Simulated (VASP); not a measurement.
# SnO2 (P1) in VASP: single point with PBE+D3(BJ)

Aim: the single point of SnO2 with PBE+D3(BJ).

Program: VASP 6.6.1. These are calculated values, not measurements. Logs are shortened: lines on timing, memory, paths and dates and some standing lists are left out, and cuts for length are marked.

## 1. The cell of the first run

The typed cell holds 24 atoms: a = 6.475 Å, b = 6.475 Å, c = 9.365 Å, α = 69.77°, β = 69.77°, γ = 60.00°.

## 2. Single point, PBE+D3(BJ) (dynamics (nvt langevin) at 300 K, volume x 1.0, from the last frame before)

Input file INCAR:

```
SYSTEM = SnO2
PREC = Accurate
ENCUT = 520
EDIFF = 1E-6
ISMEAR = -1
SIGMA = 0.0259
LREAL = Auto
LASPH = .TRUE.
NELM = 80
ALGO = Normal
ISIF = 2
LWAVE = .FALSE.
LCHARG = .FALSE.
GGA = PE
IVDW = 12
NBANDS = 122
```

Input file KPOINTS:

```
Automatic mesh
0
Gamma
  3 3 2
  0 0 0.5
```

Input file POSCAR:

```
SnO2
1.0
   -6.4750747600      0.0000000000      0.0000000000
   -3.2375373800      5.6075792336      0.0000000000
   -3.2375373800      1.8691930778     -8.5860472696
Sn O
8 16
Direct
    0.9329176511      0.9231068278      0.2074099925
    0.4486521251      0.4301534405      0.6986338197
    0.9417593976      0.4424648385      0.6956404749
    0.4429868930      0.9260252757      0.1947663398
    0.9380927963      0.9262559533      0.7000974734
    0.4191878416      0.4243244087      0.2104572620
    0.4389176382      0.9298220929      0.7026555772
    0.9260044550      0.4258777199      0.2104367637
    0.0662515242      0.5524977731      0.8237490172
    0.5486668384      0.0558999852      0.3190501885
    0.5652615957      0.5679398991      0.8096531246
    0.0757676543      0.0477419708      0.3164585419
    0.5660354129      0.0557701267      0.8219780044
    0.0530945946      0.5601873388      0.3220775420
    0.8072647653      0.8215612263      0.5752286058
    0.2984002008      0.2983451057      0.0914176192
    0.5528131647      0.5737794202      0.3179358224
    0.0580982637      0.0698131329      0.8109131922
    0.7882697229      0.2920531424      0.0992716407
    0.3127014276      0.8097536464      0.5843068227
    0.8093475490      0.7986652798      0.0878486894
    0.3149387579      0.3101137076      0.5819627872
    0.3015307263      0.8068058009      0.0858523109
    0.8140815970      0.3149821082      0.5815433858
```

Potentials or basis: VASP PAW PBE potentials, release 64 (Sn_d, O).

Run with:

```
cat potpaw_PBE.64/Sn_d/POTCAR potpaw_PBE.64/O/POTCAR > POTCAR
mpirun -np 1 vasp_std > vasp.out
```

OUTCAR:

```text
SYSTEM = SnO2
   PREC = Accurate
   ENCUT = 520
   EDIFF = 1E-6
   ISMEAR = -1
   LREAL = Auto
   LASPH = .TRUE.
   NELM = 80
   ISIF = 2
   GGA = PE
   IVDW = 12
 IVDW          = 12

 ion  position               nearest neighbor table
   1  0.933  0.923  0.207-  14 2.07  19 2.09  21 2.10  23 2.12  12 2.13  10 2.17   6 3.19   4 3.21
                             8 3.23   8 3.24   4 3.27   6 3.29
   2  0.449  0.430  0.699-  11 2.07  24 2.09  22 2.11  13 2.15  20 2.15   9 2.19   5 3.22   7 3.22
                             3 3.22   3 3.25   7 3.26   5 3.26
   3  0.942  0.442  0.696-  24 2.10   9 2.10  22 2.12  18 2.12  11 2.14  15 2.16   5 3.14   7 3.21
                             2 3.22   2 3.25   7 3.27   5 3.34
   4  0.443  0.926  0.195-  17 2.04  21 2.07  10 2.08  23 2.09  16 2.09  12 2.11   8 3.19   6 3.20
                             1 3.21   1 3.27   6 3.28   8 3.30
   5  0.938  0.926  0.700-  15 2.09  18 2.12  20 2.13  13 2.13   9 2.15  24 2.21   3 3.14   7 3.21
                             2 3.22   2 3.26   7 3.26   3 3.34
   6  0.419  0.424  0.210-  14 2.08  10 2.08  19 2.09  16 2.10  23 2.19  17 2.19   8 3.19   1 3.19
                             4 3.20   4 3.28   1 3.29   8 3.29
   7  0.439  0.930  0.703-  11 2.05  20 2.09  13 2.13  15 2.13  18 2.15  22 2.17   3 3.21   5 3.21
                             2 3.22   2 3.26   5 3.26   3 3.27
   8  0.926  0.426  0.210-  17 2.11  14 2.11  16 2.13  12 2.13  21 2.14  19 2.16   4 3.19   6 3.19
                             1 3.23   1 3.24   6 3.29   4 3.30
   9  0.066  0.552  0.824-   3 2.10   5 2.15   2 2.19
  10  0.549  0.056  0.319-   4 2.08   6 2.08   1 2.17
  11  0.565  0.568  0.810-   7 2.05   2 2.07   3 2.14
  12  0.076  0.048  0.316-   4 2.11   1 2.13   8 2.13
  13  0.566  0.056  0.822-   7 2.13   5 2.13   2 2.15
  14  0.053  0.560  0.322-   1 2.07   6 2.08   8 2.11
[... 8 lines left out ...]
  23  0.302  0.807  0.086-   4 2.09   1 2.12   6 2.19
  24  0.814  0.315  0.582-   2 2.09   3 2.10   5 2.21

  LATTYP: Found a trigonal (rhomboedric) cell.
 ALAT       =     9.3646002993
 COS(alpha) =     0.7609542166

  Lattice vectors:

 A1 = (   3.2375373800,   1.8691930778,  -8.5860472696)
 A2 = (   0.0000000000,  -3.7383861558,  -8.5860472696)
 A3 = (  -3.2375373800,   1.8691930778,  -8.5860472696)

Analysis of symmetry for initial positions (statically):
=====================================================================
 Subroutine PRICEL returns:
 Original cell was already a primitive cell.

 Routine SETGRP: Setting up the symmetry group for a
 trigonal (rhombohedral) supercell.

 Subroutine GETGRP returns: Found  1 space group operations
 (whereof  1 operations were pure point group operations)
 out of a pool of 12 trial point group operations.

The static configuration has the point symmetry C_1 .

Analysis of symmetry for dynamics (positions and initial velocities):
[... 170 lines left out ...]
   TEBEG  =    0.0;   TEEND  =   0.0 temperature during run
   PSTRESS=    0.0 pullay stress
   NELECT =     208.0000    total number of electrons
   NUPDOWN=      -1.0000    fix difference up-down
   EMIN   =  10.00;   EMAX   =-10.00  energy-range for DOS
   EFERMI =   0.00;   METHOD = LEGACY
   ISMEAR =    -1;   SIGMA  =   0.03  broadening in eV -4-tet -1-fermi 0-gaus
   EFERMI_NEDOS =   21; number of points for ismear=-14 and -15
   IALGO  =     38    algorithm
   IMIX   =      4    mixing-type and parameters
     AMIX     =   0.40;   BMIX     =  1.00
     AMIX_MAG =   1.60;   BMIX_MAG =  1.00
  volume/ion in A,a.u.               =      12.99        87.66
  Fermi-wavevector in a.u.,A,eV,Ry     =   1.430512  2.703275 27.842473  2.046364
  Thomas-Fermi vector in A             =   2.550349
   LORBIT       =      0    0 simple, 1 ext, 2 COOP (PROOUT), +10 PAW based schemes
   GGA     = PE    functional components
   LHFCALC =     F    Hartree Fock is set to
   AEXX    =    0.0000 exact exchange contribution
   IVDW    =    12    specifies the selected vdW correction
   LEPSILON=     F    determine dielectric tensor
   LRPA    =     F    only Hartree local field effects (RPA)
 non-spin polarized calculation
  energy-cutoff  :      520.00
  volume of cell :      311.76
 maximum number of plane-waves:      8407
   NGX = 25   NGY = 25   NGZ = 35

 number of electron     208.0000020 magnetization

 Free energy of the ion-electron system (eV)
  ---------------------------------------------------
  ext. energy  EPLUGINS =         0.00000000
  ---------------------------------------------------
  free energy    TOTEN  =      -144.82798315 eV

  energy without entropy =     -144.82798315  energy(sigma->0) =     -144.82798315

 E-fermi :   5.4938     XC(G=0): -10.7330

 val. band max:        4.9046930000   @ k =   0.3333   0.0000   0.2500
 cond. band min:       6.7856014877   @ k =   0.0000   0.0000   0.2500
 fundamental gap:      1.8809084878
 Fermi energy:         5.4937848079

 k-point     1 :       0.0000    0.0000    0.2500
  band No.  band energies     occupation
      1     -16.0641      2.00000
      2     -16.0180      2.00000
      3     -15.9906      2.00000
      4     -15.9713      2.00000
      5     -15.8889      2.00000
      6     -15.8204      2.00000
[... 1060 lines left out ...]
    115      11.6264      0.00000
    116      12.4552      0.00000
 [bands above 116 left out]

------------------------ aborting loop because EDIFF is reached ----------------------------------------

 Edisp (eV)   -4.82325

 E8    (eV) :    -1.9177

  FORCE on cell =-STRESS in cart. coord.  units (eV):
  Direction    XX          YY          ZZ          XY          YZ          ZX
  --------------------------------------------------------------------------------------
  -------------------------------------------------------------------------------------
  Total       1.76317     2.15689     0.08550    -0.20630    -0.48064     1.10626
  in kB       9.06133    11.08472     0.43939    -1.06020    -2.47014     5.68532
  external pressure =        6.86 kB  Pullay stress =        0.00 kB

 VOLUME and BASIS-vectors are now :
 -----------------------------------------------------------------------------
  energy-cutoff  :      520.00
  volume of cell :      311.76
      direct lattice vectors                 reciprocal lattice vectors
    -6.475074760  0.000000000  0.000000000    -0.154438371 -0.089165035  0.038822676
    -3.237537380  5.607579234  0.000000000     0.000000000  0.178330070  0.038822676
    -3.237537380  1.869193078 -8.586047270     0.000000000  0.000000000 -0.116468029

 POSITION                                       TOTAL-FORCE (eV/Angst)
 -----------------------------------------------------------------------------------
     -9.70080      5.56408     -1.78083        -0.155008      0.890536      0.020177
     -6.55955      3.71800     -5.99850         0.751619      0.222918      0.133186
     -9.78262      3.78144     -5.97280         0.184503     -0.757614     -0.003438
     -6.49698      5.55682     -1.67227         0.762470      0.688863      0.086329
    -11.33960      6.50267     -6.01107        -1.028755      0.831032     -0.038697
     -4.76940      2.77282     -1.80700        -1.046422      0.394842      0.228298
[... 16 lines left out ...]
     -4.84245      4.68470     -0.73713         0.387960     -0.781541     -0.016261
     -8.17377      2.85330     -4.99316         0.468350     -0.545224     -0.049456
 -----------------------------------------------------------------------------------
    total drift:                               -0.015218     -0.005115      0.005864

  FREE ENERGIE OF THE ION-ELECTRON SYSTEM (eV)
  ---------------------------------------------------
  free  energy   TOTEN  =      -149.6512298430 eV

  energy  without entropy=     -149.6512298430  energy(sigma->0) =     -149.65122984
```

stdout:

```text
POSCAR found type information on POSCAR SnO
 POSCAR found :  2 types and      24 ions
 scaLAPACK will be used
 LDA part: xc-table for (Slater+PW92), standard interpolation
 -----------------------------------------------------------------------------
|                                                                             |
|           W    W    AA    RRRRR   N    N  II  N    N   GGGG   !!!           |
|           W    W   A  A   R    R  NN   N  II  NN   N  G    G  !!!           |
|           W    W  A    A  R    R  N N  N  II  N N  N  G       !!!           |
|           W WW W  AAAAAA  RRRRR   N  N N  II  N  N N  G  GGG   !            |
|           WW  WW  A    A  R   R   N   NN  II  N   NN  G    G                |
|           W    W  A    A  R    R  N    N  II  N    N   GGGG   !!!           |
|                                                                             |
|     Your reciprocal lattice and k-lattice belong to different lattice       |
|     classes:                                                                |
|                                                                             |
|        The reciprocal lattice is rhombohedral (trigonal),                   |
|        whereas your k-lattice is base-centered monoclinic.                  |
|                                                                             |
|     Results are often still useful ...                                      |
|                                                                             |
 -----------------------------------------------------------------------------

 POSCAR, INCAR and KPOINTS ok, starting setup
 FFT: planning ... GRIDC
 FFT: planning ... GRID_SOFT
 FFT: planning ... GRID
 WAVECAR not read
 entering main loop
```

Run time: 6.3 min. Hardware: 1 thread of Intel Xeon 6975P-C (Granite Rapids), shared host; peak memory 0.5 GiB.

Results:

| Quantity | Value |
| --- | --- |
| Free energy | -149.6512 eV |
| Pressure | 0.7 GPa |
| Largest force | 1.346 eV/Å |
| Band gap on the k mesh | 1.88 eV, indirect (least direct gap 2.02 eV) |
| Dispersion energy per atom | -0.201 eV |

Forces in eV/Å, atoms in the order of the input:
```
Sn  -0.155  0.891  0.020
Sn   0.752  0.223  0.133
Sn   0.185 -0.758 -0.003
Sn   0.762  0.689  0.086
Sn  -1.029  0.831 -0.039
Sn  -1.046  0.395  0.228
Sn   0.477  1.244  0.193
Sn   0.370 -0.636  0.216
O   -0.043  0.299  0.777
O   -0.587 -0.199 -0.327
O   -0.553 -0.333 -0.657
O    0.669  0.515 -0.251
O   -0.129  0.096  0.496
O   -0.035 -0.240 -0.344
O   -0.046 -0.485 -0.539
O    0.034  0.557  0.417
O    0.213 -1.169 -0.270
O   -0.348 -0.146 -0.097
O   -0.662  0.460  0.281
O    0.585 -0.399 -0.267
O   -0.219 -0.363  0.224
O   -0.051 -0.145 -0.214
O    0.388 -0.782 -0.016
O    0.468 -0.545 -0.049
```

Stress tensor (GPa, compression positive):
```
 0.91 -0.11  0.57
-0.11  1.11 -0.25
 0.57 -0.25  0.04
```

Caveat: spin-orbit coupling is left out, which moves the levels of the heavy elements; forces of over 1 eV/Å act on the atoms, so gaps and moduli don't describe the material at rest. A k mesh can miss the band edges.
